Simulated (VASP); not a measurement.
# Os in VASP: a series of runs

Runs on Os. Level: PBEsol. Tasks: single point.

Program: VASP 6.6.1. These are calculated values, not measurements. Logs are shortened: lines on timing, memory, paths and dates and some standing lists are left out, and cuts for length are marked.

### Step 1. The cell of the first run

The typed cell holds 1 atom: a = 2.868 Å, b = 2.868 Å, c = 2.713 Å, α = 90.00°, β = 58.12°, γ = 120.00°.

### Step 2. Single point, PBEsol

The input, INCAR:

```
SYSTEM = Os
PREC     = Accurate       ! precision mode
ENCUT    = 520            ! plane-wave cutoff, eV
EDIFF    = 1E-6           ! SCF threshold, eV
ISMEAR   = 0              ! smearing method
SIGMA    = 0.1            ! smearing width, eV
LREAL    = .False.        ! projectors in reciprocal space
LASPH    = .True.         ! aspherical terms in the spheres
NELM     = 100            ! most SCF steps
ALGO     = Normal         ! electronic algorithm
ISIF     = 2              ! what is computed and relaxed
LWAVE    = .False.        ! write WAVECAR
LCHARG   = .True.         ! write CHGCAR
GGA      = PS             ! functional
LELF     = .True.         ! ELF
LVHAR    = .True.       
NBANDS   = 10             ! bands
```

The input, KPOINTS:

```
Automatic mesh
0
Gamma
  12 12 17
  0 0 0
```

The input, POSCAR:

```
Os
1.0
    2.8679135369     -0.0000000397     -0.0006273972
   -1.4339568027      2.4836860382      0.0000000000
    1.4335076616      0.8276360343      2.1500207035
Os
1
Direct
    0.0000000000      0.0000000000      0.0000000000
```

Potentials or basis: VASP PAW PBE potentials, release 64 (Os).

Run with:

```sh
$ cat potpaw_PBE.64/Os/POTCAR > POTCAR
$ mpirun -np 1 vasp_std > vasp.out
```

OUTCAR:

```text
SYSTEM = Os
   PREC = Accurate
   ENCUT = 520
   EDIFF = 1E-6
   ISMEAR = 0
   LREAL = .False.
   LASPH = .True.
   NELM = 100
   ISIF = 2
   GGA = PS

 ion  position               nearest neighbor table
   1  0.000  0.000  0.000-

  LATTYP: Found a base centered monoclinic cell.
 ALAT       =     4.6093630045
 B/A-ratio  =     0.6221930455
 C/A-ratio  =     0.5886703665
 COS(beta)  =    -0.5201377179

  Lattice vectors:

 A1 = (   1.4344058753,  -0.8276360740,  -2.1506481007)
 A2 = (   0.0004490726,   1.6560499642,  -2.1506481007)
 A3 = (   1.4335076616,   0.8276360343,   2.1500207035)

Analysis of symmetry for initial positions (statically):
=====================================================================
 Subroutine PRICEL returns:
 Original cell was already a primitive cell.

 Routine SETGRP: Setting up the symmetry group for a
 base centered monoclinic supercell.

 Subroutine GETGRP returns: Found  4 space group operations
 (whereof  4 operations were pure point group operations)
 out of a pool of  4 trial point group operations.

The static configuration has the point symmetry C_2h.

Analysis of symmetry for dynamics (positions and initial velocities):
=====================================================================
 Subroutine PRICEL returns:
 Original cell was already a primitive cell.

 Routine SETGRP: Setting up the symmetry group for a
 base centered monoclinic supercell.

 Subroutine GETGRP returns: Found  4 space group operations
 (whereof  4 operations were pure point group operations)
 out of a pool of  4 trial point group operations.

The dynamic configuration has the point symmetry C_2h.

 Subroutine INISYM returns: Found  4 space group operations
 (whereof  4 operations are pure point group operations),
 and found     1 'primitive' translations

----------------------------------------------------------------------------------------

                                     Primitive cell

  volume of cell :      15.3176

  direct lattice vectors                    reciprocal lattice vectors
     2.867913537 -0.000000040 -0.000627397     0.348617751  0.201274552 -0.309917150
    -1.433956803  2.483686038  0.000000000    -0.000033894  0.402607810 -0.154958575
     1.433507662  0.827636034  2.150020704     0.000101730  0.000058734  0.465021363

  length of vectors
     2.867913606  2.867913605  2.713395409     0.508029942  0.431399131  0.465021378

  position of ions in fractional coordinates (direct lattice)
     0.000000000  0.000000000  0.000000000

  ion indices of the primitive-cell ions
   primitive index   ion index
                 1           1

----------------------------------------------------------------------------------------

 KPOINTS: Automatic mesh

Automatic generation of k-mesh.
 Grid dimensions read from file:
 generate k-points for:   12   12   17

 Generating k-lattice:

  Cartesian coordinates                     Fractional coordinates (reciprocal lattice)
     0.029051479  0.016772879 -0.025826429     0.083333333  0.000000000  0.000000000
    -0.000002824  0.033550651 -0.012913215     0.000000000  0.083333333  0.000000000
     0.000005984  0.000003455  0.027354198     0.000000000 -0.000000000  0.058823529

  Length of vectors
     0.042335828  0.035949928  0.027354199

  Shift w.r.t. Gamma in fractional coordinates (k-lattice)
     0.000000000  0.000000000  0.000000000

 Subroutine IBZKPT returns following result:
 ===========================================

 Found    667 irreducible k-points:

 Following reciprocal coordinates:
            Coordinates               Weight
  0.000000  0.000000  0.000000      1.000000
  0.083333 -0.000000 -0.000000      2.000000
  0.166667 -0.000000 -0.000000      2.000000
  0.250000 -0.000000 -0.000000      2.000000
  0.333333 -0.000000 -0.000000      2.000000
  0.416667 -0.000000 -0.000000      2.000000
[... 16 lines left out ...]
  0.166667  0.250000 -0.000000      4.000000
  0.250000  0.250000  0.000000      4.000000
 [... further k-points ...]
   k-points           NKPTS =    667   k-points in BZ     NKDIM =    667   number of bands    NBANDS=     10
   number of dos      NEDOS =    301   number of ions     NIONS =      1
   total plane-waves  NPLWV =  11520
   dimension x,y,z NGX =    24 NGY =   24 NGZ =   20
   dimension x,y,z NGXF=    48 NGYF=   48 NGZF=   40
   ions per type =               1
   NGX,Y,Z   is equivalent  to a cutoff of  13.91, 13.91, 12.25 a.u.
   NGXF,Y,Z  is equivalent  to a cutoff of  27.82, 27.82, 24.51 a.u.
 SYSTEM =  Os
   PREC   = accura    normal or accurate (medium, high low for compatibility)
   ISTART =      0    job   : 0-new  1-cont  2-samecut
   ICHARG =      2    charge: 1-file 2-atom 10-const
   ISPIN  =      1    spin polarized calculation?
   LNONCOLLINEAR =      F non collinear calculations
   LSORBIT =      F    spin-orbit coupling
   LASPH  =      T    aspherical Exc in radial PAW
   ENCUT  =  520.0 eV  38.22 Ry    6.18 a.u.   5.33  5.33  5.05*2*pi/ulx,y,z
   NELM   =    100;   NELMIN=  2; NELMDL= -5     # of ELM steps
   EDIFF  = 0.1E-05   stopping-criterion for ELM
   LREAL  =      F    real-space projection
   EDIFFG = 0.1E-04   stopping-criterion for IOM
   NSW    =      0    number of steps for IOM
   IBRION =     -1    ionic relax: 0-MD 1-quasi-New 2-CG
   NFREE  =      0    steps in history (QN), initial steepest desc. (CG)
   ISIF   =      2    stress and relaxation
   ISYM   =      2    0-nonsym 1-usesym 2-fastsym
   POTIM  = 0.5000    time-step for ionic-motion
   TEBEG  =    0.0;   TEEND  =   0.0 temperature during run
   PSTRESS=    0.0 pullay stress
   NELECT =       8.0000    total number of electrons
   NUPDOWN=      -1.0000    fix difference up-down
   EMIN   =  10.00;   EMAX   =-10.00  energy-range for DOS
   EFERMI =   0.00;   METHOD = LEGACY
   ISMEAR =     0;   SIGMA  =   0.10  broadening in eV -4-tet -1-fermi 0-gaus
   EFERMI_NEDOS =   21; number of points for ismear=-14 and -15
   IALGO  =     38    algorithm
   IMIX   =      4    mixing-type and parameters
     AMIX     =   0.40;   BMIX     =  1.00
     AMIX_MAG =   1.60;   BMIX_MAG =  1.00
  volume/ion in A,a.u.               =      15.32       103.37
  Fermi-wavevector in a.u.,A,eV,Ry     =   1.318383  2.491382 23.648740  1.738133
  Thomas-Fermi vector in A             =   2.448357
   LORBIT       =      0    0 simple, 1 ext, 2 COOP (PROOUT), +10 PAW based schemes
   GGA     = PS    functional components
   LHFCALC =     F    Hartree Fock is set to
   AEXX    =    0.0000 exact exchange contribution
   IVDW    =     0    specifies the selected vdW correction
   LEPSILON=     F    determine dielectric tensor
   LRPA    =     F    only Hartree local field effects (RPA)
 non-spin polarized calculation
 Gauss-broadening in eV      SIGMA  =   0.10
  energy-cutoff  :      520.00
  volume of cell :       15.32
 maximum number of plane-waves:       434
 NGX is ok and might be reduce to    24
   NGX = 11   NGY = 11   NGZ = 11

 number of electron       8.0000000 magnetization

 Free energy of the ion-electron system (eV)
  ---------------------------------------------------
  ext. energy  EPLUGINS =         0.00000000
  ---------------------------------------------------
  free energy    TOTEN  =       -11.84276059 eV

  energy without entropy =      -11.83797459  energy(sigma->0) =      -11.84036759

 E-fermi :   7.9159     XC(G=0): -13.6315

 val. band max:        7.9061752829   @ k =   0.0833  -0.0000   0.0588
 cond. band min:       7.9161912550   @ k =  -0.1667   0.4167   0.2941
 fundamental gap:      0.0100159721
 Fermi energy:         7.9158944891

 k-point     1 :       0.0000    0.0000    0.0000
  band No.  band energies     occupation
      1      -2.1911      2.00000
      2       4.6884      2.00000
      3       4.6910      2.00000
      4       6.1808      2.00000
      5       8.0194      0.14313
      6       8.0266      0.11750
      7      22.1097      0.00000
      8      26.6697      0.00000
      9      26.6723      0.00000
     10      29.3772      0.00000

 k-point     2 :       0.0833   -0.0000   -0.0000
  band No.  band energies     occupation
      1      -1.7981      2.00000
      2       4.5763      2.00000
      3       4.9402      2.00000
      4       6.1889      2.00000
      5       7.6447      1.99987
      6       8.1315      0.00229
      7      22.8123      0.00000
      8      26.2318      0.00000
      9      26.7937      0.00000
     10      28.8705      0.00000

 k-point     3 :       0.1667   -0.0000   -0.0000
  band No.  band energies     occupation
      1      -0.7054      2.00000
      2       4.0517      2.00000
      3       5.6809      2.00000
      4       6.4049      2.00000
      5       6.9048      2.00000
      6       8.4307      0.00000
      7      24.6690      0.00000
      8      25.7026      0.00000
      9      26.6479      0.00000
     10      28.5227      0.00000

 k-point     4 :       0.2500   -0.0000   -0.0000
  band No.  band energies     occupation
      1       0.6995      2.00000
      2       3.2491      2.00000
      3       5.9196      2.00000
      4       6.8576      2.00000
      5       7.5571      2.00000
      6       8.8749      0.00000
      7      24.9890      0.00000
      8      25.7884      0.00000
      9      26.2394      0.00000
     10      27.5008      0.00000

 k-point     5 :       0.3333   -0.0000   -0.0000
  band No.  band energies     occupation
      1       1.4327      2.00000
      2       2.4914      2.00000
      3       6.5890      2.00000
      4       8.3332      0.00000
      5       8.7604      0.00000
      6       9.3927      0.00000
      7      22.2309      0.00000
      8      23.3564      0.00000
      9      25.1022      0.00000
     10      27.5369      0.00000

 k-point     6 :       0.4167   -0.0000   -0.0000
  band No.  band energies     occupation
      1       1.2950      2.00000
      2       1.9743      2.00000
      3       8.6674      0.00000
      4       9.4939      0.00000
      5       9.9595      0.00000
      6      10.1700      0.00000
      7      19.6928      0.00000
      8      20.4551      0.00000
      9      21.9132      0.00000
     10      28.3282      0.00000
[... 183 lines left out ...]
 k-point    21 :       0.0000    0.2500   -0.0000
  band No.  band energies     occupation
      1      -0.1366      2.00000
      2       4.4724      2.00000
      3       4.9275      2.00000
      4       6.4496      2.00000
      5       8.0454      0.06700
      6       8.3534      0.00000
      7      21.3458      0.00000
      8      24.3872      0.00000
      9      30.6746      0.00000
     10      31.0842      0.00000

 k-point    22 :       0.0833    0.2500   -0.0000
  band No.  band energies     occupation
      1       0.6767      2.00000
      2       4.4870      2.00000
      3       4.8451      2.00000
      4       6.4540      2.00000
      5       8.2486      0.00000
      6       9.2744      0.00000
      7      19.9255      0.00000
      8      24.1859      0.00000
      9      28.8149      0.00000
     10      30.5974      0.00000

 k-point    23 :       0.1667    0.2500   -0.0000
  band No.  band energies     occupation
      1       1.5562      2.00000
      2       4.0631      2.00000
      3       4.6824      2.00000
      4       6.7558      2.00000
      5       9.5210      0.00000
      6      10.3009      0.00000
      7      18.1450      0.00000
      8      24.1259      0.00000
      9      26.4040      0.00000
     10      28.6378      0.00000

 k-point    24 :       0.2500    0.2500    0.0000
  band No.  band energies     occupation
      1       2.0280      2.00000
      2       3.3143      2.00000
      3       5.2539      2.00000
      4       7.4530      2.00000
      5      10.0641      0.00000
      6      12.4718      0.00000
      7      15.9770      0.00000
      8      22.9879      0.00000
      9      24.9496      0.00000
     10      27.9912      0.00000

 [... further k-points ...]
[... 5 lines left out ...]
  --------------------------------------------------------------------------------------
  -------------------------------------------------------------------------------------
  Total       -4.1292542     -4.1348355     -0.0452380      0.0048336     -0.0022073     -0.0038232
  in kB     -431.9091023   -432.4928946     -4.7317710      0.5055790     -0.2308789     -0.3998943
  external PRESSURE =    -289.7112560 kB  Pullay stress =       0.0000000 kB

 VOLUME and BASIS-vectors are now :
 -----------------------------------------------------------------------------
  energy-cutoff  :      520.00
  volume of cell :       15.32
      direct lattice vectors                 reciprocal lattice vectors
     2.867913537 -0.000000040 -0.000627397     0.348617751  0.201274552 -0.309917150
    -1.433956803  2.483686038  0.000000000    -0.000033894  0.402607810 -0.154958575
     1.433507662  0.827636034  2.150020704     0.000101730  0.000058734  0.465021363

 POSITION                                       TOTAL-FORCE (eV/Angst)
 -----------------------------------------------------------------------------------
      0.00000      0.00000      0.00000         0.000000      0.000000      0.000000
 -----------------------------------------------------------------------------------
    total drift:                                0.000000      0.000000      0.000000

  FREE ENERGIE OF THE ION-ELECTRON SYSTEM (eV)
  ---------------------------------------------------
  free  energy   TOTEN  =       -11.8427605942 eV

  energy  without entropy=      -11.8379745930  energy(sigma->0) =      -11.84036759
```

Run time: 37 s. Hardware: 1 thread of Intel Xeon Platinum 8488C (Sapphire Rapids), shared host; peak memory 0.23 GiB.

Results:

```
Free energy            : -11.8428 eV
Pressure               : -29.0 GPa
Band gap on the k mesh : zero (band 4 reaches 10.07 eV, above the bottom of band 5 at 6.39 eV)
```

Stress tensor (GPa, compression positive):
```
-43.19   0.05  -0.04
  0.05 -43.25  -0.02
 -0.04  -0.02  -0.47
```

Levels at points of the mesh, in eV from the Fermi level:
| k point | band 1 | band 2 | band 3 | band 4 | band 5 | band 6 | band 7 | band 8 | band 9 |
| --- | --- | --- | --- | --- | --- | --- | --- | --- | --- |
| (0.00, 0.00, 0.00) | -10.11 | -3.23 | -3.22 | -1.74 | 0.10 | 0.11 | 14.19 | 18.75 | 18.76 |
| (0.50, 0.00, 0.00) | -6.76 | -6.12 | 1.82 | 2.15 | 2.55 | 2.95 | 10.64 | 10.90 | 12.75 |
| (0.00, 0.50, 0.00) | -7.04 | -3.44 | -1.94 | -0.50 | 1.49 | 2.30 | 7.58 | 14.07 | 18.80 |

Caveat: the PAW data sets were made with another functional, which shifts forces and pressure a little; spin-orbit coupling is left out, which moves the levels of the heavy elements.

(Continued in part 2 of 2.)
